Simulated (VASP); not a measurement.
A run of VASP 6.6.1 is set up as follows.

The input POSCAR:

```
KI
1.0
    4.2909401558      0.0000000000      0.0000000000
    0.0000000000      4.2909401558      0.0000000000
    0.0000000000      0.0000000000      4.2909401558
K I
1 1
Direct
    0.0000000000      0.0000000000      0.0000000000
    0.5000000000      0.5000000000      0.5000000000
```

The input INCAR.step1:

```
PREC = Accurate ; ENCUT = 550
ISMEAR = 0 ; SIGMA = 0.01
LREAL = F ; LASPH = T
NELM = 120 ; NBANDS = 15
GGA = PE ; ALGO = Normal
EDIFF = 1E-5 ; LWAVE = T
LCHARG = F ; GGA_COMPAT = F
```

INCAR.step2

```
PREC = Accurate ; ENCUT = 550
EDIFF = 1E-6 ; ISMEAR = 0
SIGMA = 0.01 ; LREAL = F
LASPH = T ; NELM = 120
ALGO = Normal ; ISIF = 2
LWAVE = F ; LCHARG = F
METAGGA = R2SCAN ; LMIXTAU = T
NBANDS = 15 ; ISTART = 1
GGA_COMPAT = F
```

File KPOINTS:

```
Automatic mesh
0
Gamma
  6 6 6
```

Potentials or basis: VASP PAW PBE potentials, release 64 (K_sv, I).

Command:

```bash
$ cat potpaw_PBE.64/K_sv/POTCAR potpaw_PBE.64/I/POTCAR > POTCAR
$ cp INCAR.step1 INCAR
$ mpirun -np 1 vasp_std > vasp.out
$ cp INCAR.step2 INCAR
$ mpirun -np 1 vasp_std > vasp.out
```

What does it give for the pressure?

0.0 GPa.

Estimate the band gap on the k mesh.

4.04 eV, indirect (least direct gap 4.41 eV).

Caveat: the PAW data sets were made with another functional, which shifts forces and pressure a little; spin-orbit coupling is left out, which moves the levels of the heavy elements. A k mesh can miss the band edges.
